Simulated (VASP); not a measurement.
Wanted: the native input for a VASP 6.6.1 run.

- Task: single point
- Functional: PBE
- Potentials or basis: VASP PAW PBE potentials, release 64 (Nb_sv, Sc_sv)
- Cutoff: 520 eV
- k mesh: 10 × 10 × 5
- Occupations: fermi-dirac, width 0.05 eV
- Spin: no spin polarisation
- Dipole correction: no
- Further INCAR settings: ALGO = Fast; EDIFF = 1e-07; NBANDS = 19

The structure of ScNb lies in POSCAR:

```
ScNb
1.0
    3.0450689469      0.0000000000      0.0000000000
   -1.5225344734      2.6371070642      0.0000000000
    0.0000000000      0.0000000000      5.0381514038
Nb Sc
1 1
Direct
    0.3333333333      0.6666666667      0.5000000000
    0.0000000000      0.0000000000      0.0000000000
```

These files were run (other wordings do the same):

INCAR

```
SYSTEM = ScNb
PREC = Accurate
ENCUT = 520
EDIFF = 1E-7
ISMEAR = -1
SIGMA = 0.05
LREAL = .FALSE.
LASPH = .TRUE.
NELM = 100
ALGO = Fast
ISIF = 2
LWAVE = .FALSE.
LCHARG = .FALSE.
GGA = PE
NBANDS = 19
```

KPOINTS

```
regular mesh
0
G
  10 10 5
  0 0 0
```

Potentials or basis: VASP PAW PBE potentials, release 64 (Nb_sv, Sc_sv).

Run with:

```bash
$ cat potpaw_PBE.64/Nb_sv/POTCAR potpaw_PBE.64/Sc_sv/POTCAR > POTCAR
$ mpirun -np 1 vasp_std > vasp.out
```

Results of the run:

| Quantity | Value |
| --- | --- |
| Pressure | 1.9 GPa |
| Band gap on the k mesh | zero (bands 12 and 13 overlap by 0.89 eV) |

It took 76 s on 1 thread of Intel(R) Xeon(R) Platinum 8375C CPU @ 2.90GHz (Ice Lake), on a shared host, peak memory 0.18 GiB.
